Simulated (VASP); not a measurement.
A run of VASP 6.6.1 is set up as follows.

Contents of POSCAR:

```
LiF
1.0
    0.0000000000      2.0140000000      2.0140000000
    2.2405750000      0.0000000000      2.0140000000
    2.2405750000      2.0140000000      0.0000000000
Li F
1 1
Direct
    0.0000000000      0.0000000000      0.0000000000
    0.5000000000      0.5000000000      0.5000000000
```

Contents of INCAR.step1:

```
PREC = Accurate
ENCUT = 520
ISMEAR = 0
SIGMA = 0.05
LREAL = False
LASPH = True
NELM = 80
NBANDS = 12
GGA = PE
ALGO = Normal
EDIFF = 1E-4
LWAVE = True
LCHARG = False
```

Contents of INCAR.step2:

```
PREC = Accurate
ENCUT = 520
EDIFF = 1E-6
ISMEAR = 0
SIGMA = 0.05
LREAL = False
LASPH = True
NELM = 80
ALGO = Normal
ISIF = 2
LWAVE = False
LCHARG = False
METAGGA = R2SCAN
LMIXTAU = True
NBANDS = 12
ISTART = 1
```

Contents of KPOINTS:

```
regular mesh
0
Gamma
  10 10 10
```

Potentials or basis: VASP PAW PBE potentials, release 64 (Li_sv, F).

Command:

```sh
$ cat potpaw_PBE.64/Li_sv/POTCAR potpaw_PBE.64/F/POTCAR > POTCAR
$ cp INCAR.step1 INCAR
$ mpirun -np 1 vasp_std > vasp.out
$ cp INCAR.step2 INCAR
$ mpirun -np 1 vasp_std > vasp.out
```

**Question.** Estimate the band gap on the k mesh.

**Answer.** 9.18 eV, direct.

Caveat: the cell differs from its parent crystal (strain +0.1125 x Voigt [1, 0, 0, 0, 0, 0]). A k mesh can miss the band edges.
